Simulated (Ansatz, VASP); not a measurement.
Two plane-wave programs on Se

```
Se
1.0
    -1.53310    1.53310    1.70345
     1.53310   -1.53310    1.70345
     1.53310    1.53310   -1.70345
Se
1
Direct
  0.00000 0.00000 0.00000
```

Change from the starting cell: strain -0.1000 x Voigt [1, 1, 0, 0, 0, 0], atoms carried along.

Alike in both runs: task single point; functional PBEsol; k mesh 20 × 20 × 20; occupations gaussian, width 0.15 eV; no spin polarisation.

```csv
,VASP,Ansatz
version,VASP 6.6.1,Ansatz 0.2.0
potentials or method,"VASP PAW PBE potentials, release 64 (Se), cutoff 520 eV","scalar-relativistic, plane waves, PAW"
valence electrons in the cell,6,16
```

```tsv
	VASP	Ansatz	Ansatz less VASP
gap on the k mesh at the Fermi level (eV)	none	none	-
pressure (GPa)	24.2	23.9	-0.32
traceless stress, the component that is largest in VASP (GPa)	-5.29	-5.31	-0.019
```

VASP's potentials were made for PBE, not for PBEsol. A gap of «none» marks a metal or a gap that the smearing closes. The functional is the same, so the differences come from potentials, cutoffs and numerics. VASP's potentials hold 6 valence electrons a cell and Ansatz's 16, so a difference there can come from the potentials and not from the codes.
